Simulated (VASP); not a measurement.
# Ir (P6/mmm) in VASP: further runs

The runs below take Ir through single point, with LDA.

All numbers are computed with VASP 6.6.1; they aren't measurements. Logs are shortened: lines on timing, memory, paths and dates and some standing lists are left out, and cuts for length are marked.

### Step 1. The cell of the first run

It takes space group P6/mmm (No. 191, hexagonal). Conventional cell: a = 4.313 Å, b = 4.313 Å, c = 2.658 Å, α = 90.00°, β = 90.00°, γ = 120.00°. Ir (site symmetry 6/mmm) has 14 Ir at 2.66 to 2.82 Å within 3.5 Å. Ir (site symmetry -6m2) has 11 Ir at 2.49 to 2.82 Å within 3.3 Å.

This isn't the form of Ir at room conditions, which is fcc.

### Step 2. Single point, LDA

File INCAR:

```
PREC = Accurate
ENCUT = 520
EDIFF = 1E-6
ISMEAR = -1
SIGMA = 0.1
LREAL = False
LASPH = True
NELM = 60
ALGO = Normal
ISIF = 2
LWAVE = False
LCHARG = True
LELF = True
LVHAR = True
NBANDS = 20
```

File KPOINTS:

```
regular mesh
0
Gamma
  9 9 12
```

File POSCAR:

```
Ir
1.0
    4.3130006870      0.0000000000      0.0000000000
   -2.1565003435      3.7351681615      0.0000000000
    0.0000000000      0.0000000000      2.6583093276
Ir
3
Direct
    1.0000000000      0.0000000000      0.0000000000
    0.3333333333      0.6666666667      0.5000000000
    0.6666666667      0.3333333333      0.5000000000
```

Potentials or basis: VASP PAW LDA potentials, release 64 (Ir).

Launch:

```bash
> cat potpaw_LDA.64/Ir/POTCAR > POTCAR
> mpirun -np 1 vasp_std > vasp.out
```

OUTCAR:

```text
PREC = Accurate
   ENCUT = 520
   EDIFF = 1E-6
   ISMEAR = -1
   LREAL = False
   LASPH = True
   NELM = 60
   ISIF = 2

 ion  position               nearest neighbor table
   1  0.000  0.000  0.000-   2 2.82   3 2.82   2 2.82   3 2.82   3 2.82   3 2.82   2 2.82   2 2.82
                             3 2.82   3 2.82   2 2.82   2 2.82
   2  0.333  0.667  0.500-   3 2.49   3 2.49   3 2.49   1 2.82   1 2.82   1 2.82   1 2.82   1 2.82
                             1 2.82
   3  0.667  0.333  0.500-   2 2.49   2 2.49   2 2.49   1 2.82   1 2.82   1 2.82   1 2.82   1 2.82
                             1 2.82

  LATTYP: Found a hexagonal cell.
 ALAT       =     4.3130006870
 C/A-ratio  =     0.6163479954

  Lattice vectors:

 A1 = (   4.3130006870,   0.0000000000,   0.0000000000)
 A2 = (  -2.1565003435,   3.7351681615,   0.0000000000)
 A3 = (   0.0000000000,   0.0000000000,   2.6583093276)

Analysis of symmetry for initial positions (statically):
=====================================================================
 Subroutine PRICEL returns:
 Original cell was already a primitive cell.

 Routine SETGRP: Setting up the symmetry group for a
 hexagonal supercell.

 Subroutine GETGRP returns: Found 24 space group operations
 (whereof 24 operations were pure point group operations)
 out of a pool of 24 trial point group operations.

The static configuration has the point symmetry D_6h.

Analysis of symmetry for dynamics (positions and initial velocities):
=====================================================================
 Subroutine PRICEL returns:
 Original cell was already a primitive cell.

 Routine SETGRP: Setting up the symmetry group for a
 hexagonal supercell.

 Subroutine GETGRP returns: Found 24 space group operations
 (whereof 24 operations were pure point group operations)
 out of a pool of 24 trial point group operations.

The dynamic configuration has the point symmetry D_6h.

 Subroutine INISYM returns: Found 24 space group operations
 (whereof 24 operations are pure point group operations),
 and found     1 'primitive' translations

----------------------------------------------------------------------------------------

                                     Primitive cell

  volume of cell :      42.8248

  direct lattice vectors                    reciprocal lattice vectors
     4.313000687  0.000000000  0.000000000     0.231857139  0.133862782  0.000000000
    -2.156500343  3.735168161  0.000000000     0.000000000  0.267725563  0.000000000
[... 80 lines left out ...]
   ICHARG =      2    charge: 1-file 2-atom 10-const
   ISPIN  =      1    spin polarized calculation?
   LNONCOLLINEAR =      F non collinear calculations
   LSORBIT =      F    spin-orbit coupling
   LASPH  =      T    aspherical Exc in radial PAW
   ENCUT  =  520.0 eV  38.22 Ry    6.18 a.u.   8.02  8.02  4.94*2*pi/ulx,y,z
   NELM   =     60;   NELMIN=  2; NELMDL= -5     # of ELM steps
   EDIFF  = 0.1E-05   stopping-criterion for ELM
   LREAL  =      F    real-space projection
   EDIFFG = 0.1E-04   stopping-criterion for IOM
   NSW    =      0    number of steps for IOM
   IBRION =     -1    ionic relax: 0-MD 1-quasi-New 2-CG
   NFREE  =      0    steps in history (QN), initial steepest desc. (CG)
   ISIF   =      2    stress and relaxation
   ISYM   =      2    0-nonsym 1-usesym 2-fastsym
   POTIM  = 0.5000    time-step for ionic-motion
   TEBEG  =    0.0;   TEEND  =   0.0 temperature during run
   PSTRESS=    0.0 pullay stress
   NELECT =      27.0000    total number of electrons
   NUPDOWN=      -1.0000    fix difference up-down
   EMIN   =  10.00;   EMAX   =-10.00  energy-range for DOS
   EFERMI =   0.00;   METHOD = LEGACY
   ISMEAR =    -1;   SIGMA  =   0.10  broadening in eV -4-tet -1-fermi 0-gaus
   EFERMI_NEDOS =   21; number of points for ismear=-14 and -15
   IALGO  =     38    algorithm
   IMIX   =      4    mixing-type and parameters
     AMIX     =   0.40;   BMIX     =  1.00
     AMIX_MAG =   1.60;   BMIX_MAG =  1.00
  volume/ion in A,a.u.               =      14.27        96.33
  Fermi-wavevector in a.u.,A,eV,Ry     =   1.403776  2.652751 26.811449  1.970586
  Thomas-Fermi vector in A             =   2.526404
   LORBIT       =      0    0 simple, 1 ext, 2 COOP (PROOUT), +10 PAW based schemes
   GGA     = CA    functional components
   LHFCALC =     F    Hartree Fock is set to
   AEXX    =    0.0000 exact exchange contribution
   IVDW    =     0    specifies the selected vdW correction
   LEPSILON=     F    determine dielectric tensor
   LRPA    =     F    only Hartree local field effects (RPA)
 non-spin polarized calculation
  energy-cutoff  :      520.00
  volume of cell :       42.82
 maximum number of plane-waves:      1170
   NGX = 17   NGY = 17   NGZ =  9

 number of electron      27.0000003 magnetization

 Free energy of the ion-electron system (eV)
  ---------------------------------------------------
  ext. energy  EPLUGINS =         0.00000000
  ---------------------------------------------------
  free energy    TOTEN  =       -29.96231519 eV

  energy without entropy =      -29.81704132  energy(sigma->0) =      -29.88967825

 E-fermi :  10.1509     XC(G=0): -14.0709

 val. band max:       10.1508137908   @ k =   0.4444   0.1111   0.1667
 cond. band min:      10.1586214404   @ k =   0.2222   0.2222   0.0833
 fundamental gap:      0.0078076497
 Fermi energy:        10.1508900825

 k-point     1 :       0.0000    0.0000    0.0000
  band No.  band energies     occupation
      1      -0.8519      2.00000
      2       2.8067      2.00000
      3       5.1649      2.00000
      4       5.4722      2.00000
      5       5.4722      2.00000
      6       5.4915      2.00000
[... 541 lines left out ...]
     19      21.8836      0.00000
     20      23.0414      0.00000

 [... further k-points ...]
[... 5 lines left out ...]
  --------------------------------------------------------------------------------------
  -------------------------------------------------------------------------------------
  Total        0.6290944      0.6290944      0.5374689      0.0000000     -0.0000000     -0.0000000
  in kB       23.5359218     23.5359218     20.1079936      0.0000000     -0.0000000     -0.0000000
  external PRESSURE =      22.3932791 kB  Pullay stress =       0.0000000 kB

 VOLUME and BASIS-vectors are now :
 -----------------------------------------------------------------------------
  energy-cutoff  :      520.00
  volume of cell :       42.82
      direct lattice vectors                 reciprocal lattice vectors
     4.313000687  0.000000000  0.000000000     0.231857139  0.133862782  0.000000000
    -2.156500343  3.735168161  0.000000000     0.000000000  0.267725563  0.000000000
     0.000000000  0.000000000  2.658309328     0.000000000  0.000000000  0.376178946

 POSITION                                       TOTAL-FORCE (eV/Angst)
 -----------------------------------------------------------------------------------
      0.00000      0.00000      0.00000        -0.000000      0.000000      0.000000
     -0.00000      2.49011      1.32915         0.000000     -0.000000      0.000000
      2.15650      1.24506      1.32915        -0.000000      0.000000     -0.000000
 -----------------------------------------------------------------------------------
    total drift:                               -0.000000      0.000000      0.000000

  FREE ENERGIE OF THE ION-ELECTRON SYSTEM (eV)
  ---------------------------------------------------
  free  energy   TOTEN  =       -29.9623151866 eV

  energy  without entropy=      -29.8170413163  energy(sigma->0) =      -29.88967825
```

It took 60 s on 1 thread of Intel Xeon 8259CL, shared host; peak memory 0.18 GiB.

Results:

- Free energy: -29.9623 eV
- Pressure: 2.2 GPa
- Band gap on the k mesh: zero (an odd number of electrons rules out a gap without spin polarisation)

Caveat: spin-orbit coupling is left out, which moves the levels of the heavy elements.

### Step 3. Single point, LDA (12.56 Å³/atom)

This run uses another cell than the first one, of 12.56 Å³/atom.

File INCAR:

```
SYSTEM = Ir
PREC = Accurate
ENCUT = 520
EDIFF = 1E-6
ISMEAR = -1
SIGMA = 0.1
LREAL = .FALSE.
LASPH = .TRUE.
NELM = 80
ALGO = Normal
ISIF = 2
LWAVE = .FALSE.
LCHARG = .TRUE.
GGA = CA
LELF = .TRUE.
LVHAR = .TRUE.
NBANDS = 20
```

File KPOINTS:

```
Automatic mesh
0
G
  10 10 13
  0 0 0
```

File POSCAR:

```
Ir
1.0
    4.1330794271      0.0000000000      0.0000000000
   -2.0665397135      3.5793517797      0.0000000000
    0.0000000000      0.0000000000      2.5474152197
Ir
3
Direct
    1.0000000000      0.0000000000      0.0000000000
    0.3333333333      0.6666666667      0.5000000000
    0.6666666667      0.3333333333      0.5000000000
```

Potentials or basis: VASP PAW LDA potentials, release 64 (Ir).

Launch:

```bash
> cat potpaw_LDA.64/Ir/POTCAR > POTCAR
> mpirun -np 1 vasp_std > vasp.out
```

Wall time 65 s (1 thread of Intel Xeon 8259CL, shared host); peak memory 0.18 GiB.

The run converged. Its results:

```yaml
Free_energy: -28.9383 eV
Pressure: 69.8 GPa
Band_gap_on_the_k_mesh: zero (an odd number of electrons rules out a gap without spin polarisation)
```

Stress tensor (GPa, compression positive):
```
72.43  0.00  0.00
 0.00 72.43  0.00
 0.00  0.00 64.41
```

Levels at points of the mesh, in eV from the Fermi level:
```tsv
k point	band 11	band 12	band 13	band 14	band 15	band 16	band 17	band 18
(0.00, 0.00, 0.00)	-2.62	-2.62	-2.60	-2.60	1.57	1.57	7.21	8.60
(0.50, 0.00, 0.00)	-2.28	-0.68	-0.47	0.31	0.33	0.43	0.44	1.63
```

Caveat: the stress differs along the axes, from 64 to 72 GPa; spin-orbit coupling is left out, which moves the levels of the heavy elements.

(Part 1 of 2 ends here.)
